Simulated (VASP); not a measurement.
Wanted: the native input for a VASP 6.6.1 run.

| Property | Result |
| --- | --- |
| Task | single point |
| Functional | PBEsol |
| Potentials or basis | VASP PAW PBE potentials, release 64 (In_d) |
| Cutoff | 520 eV |
| k mesh | 7 × 8 × 12 |
| Occupations | fermi-dirac, width 0.1 eV |
| Spin | no spin polarisation |
| Dipole correction | no |
| Further INCAR settings | ALGO = Normal; EDIFF = 1e-06; NBANDS = 34 |

The structure of In lies in POSCAR:

```
In
1.0
    0.0000000000      5.7217878879      0.0000000000
    0.0000000000      0.0000000000      5.4496538129
    3.3034757773      0.0000000000      0.0000000000
In
4
Direct
    0.3333333330      0.2500000000      0.0000000000
    0.8333333330      0.2500000000      0.5000000000
    0.1666666670      0.7500000000      0.5000000000
    0.6666666670      0.7500000000      0.0000000000
```

This isn't the form of In at room conditions, which is tetragonal.

One way to write it, as run:

INCAR

```
PREC = Accurate ; ENCUT = 520
EDIFF = 1E-6 ; ISMEAR = -1
SIGMA = 0.1 ; LREAL = F
LASPH = T ; NELM = 80
ALGO = Normal ; ISIF = 2
LWAVE = F ; LCHARG = F
GGA = PS ; NBANDS = 34
```

KPOINTS

```
regular mesh
0
Gamma
  7 8 12
```

Potentials or basis: VASP PAW PBE potentials, release 64 (In_d).

Run with:

```console
$ cat potpaw_PBE.64/In_d/POTCAR > POTCAR
$ mpirun -np 1 vasp_std > vasp.out
```

Results of the run:

- Pressure: -0.1 GPa
- Largest force: 0.005 eV/Å
- Band gap on the k mesh: zero (bands 26 and 27 overlap by 4.74 eV)

Caveat: the PAW data sets were made with another functional, which shifts forces and pressure a little; spin-orbit coupling is left out, which moves the levels of the heavy elements.

Run time: 3.8 min on 1 thread of Intel(R) Xeon(R) Platinum 8488C (Sapphire Rapids) (shared host), peak memory 0.47 GiB.
